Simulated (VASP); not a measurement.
Set up this calculation in VASP 6.6.1, as the native input.

```
Task                   : single point
Functional             : PBE
Potentials or basis    : VASP PAW PBE potentials, release 64 (Ba_sv, Ti_sv, O)
Cutoff                 : 520 eV
k mesh                 : 6 × 6 × 6
Occupations            : gaussian, width 0.05 eV
Spin                   : no spin polarisation
Hubbard terms          : Ti d U = 4.0 eV
Dipole correction      : no
Further INCAR settings : ALGO = Normal; EDIFF = 1e-06; NBANDS = 28
```

The structure of BaTiO3 lies in POSCAR:

```
BaTiO3
1.0
    4.0082194129      0.0000000000      0.0000000000
    0.0000000000      2.8732814832      2.9580664015
    0.0000000000     -2.8732814832      2.9580664015
Ba Ti O
1 1 3
Direct
    0.0000000000      0.0080771898      0.0080771898
    0.5000000000      0.5197092923      0.5197092923
    0.0000000000      0.4916268263      0.4916268263
    0.5000000000      0.4938075436      0.9829991481
    0.5000000000      0.9829991481      0.4938075436
```

This cell differs from its parent crystal: strain +0.000 along x and y, +0.025 along z.

One way to write it, as run:

INCAR

```
PREC = Accurate
ENCUT = 520
EDIFF = 1E-6
ISMEAR = 0
SIGMA = 0.05
LREAL = False
LASPH = True
NELM = 150
ALGO = Normal
ISIF = 2
LWAVE = False
LCHARG = False
LMAXMIX = 4
LDAU = True
LDAUTYPE = 2
LDAUL = -1 2 -1
LDAUU = 0 4 0
LDAUJ = 0 0 0
LDAUPRINT = 1
GGA = PE
NBANDS = 28
```

KPOINTS

```
Automatic mesh
0
Gamma
  6 6 6
```

Potentials or basis: VASP PAW PBE potentials, release 64 (Ba_sv, Ti_sv, O).

Launch:

```bash
$ cat potpaw_PBE.64/Ba_sv/POTCAR potpaw_PBE.64/Ti_sv/POTCAR potpaw_PBE.64/O/POTCAR > POTCAR
$ mpirun -np 1 vasp_std > vasp.out
```

Results of the run:

The pressure is -0.3 GPa and the largest force is 0.192 eV/Å. The band gap on the k mesh is 2.39 eV (least direct gap 2.80 eV).

Caveat: the cell differs from its parent crystal (strain +0.000 along x and y, +0.025 along z); the stress differs along the axes, from -4 to 2 GPa; spin-orbit coupling is left out, which moves the levels of the heavy elements.

Run time: 43 s on 1 thread of AMD EPYC 9R45 96-Core Processor (Zen 5), with other jobs on the host, peak memory 0.21 GiB.
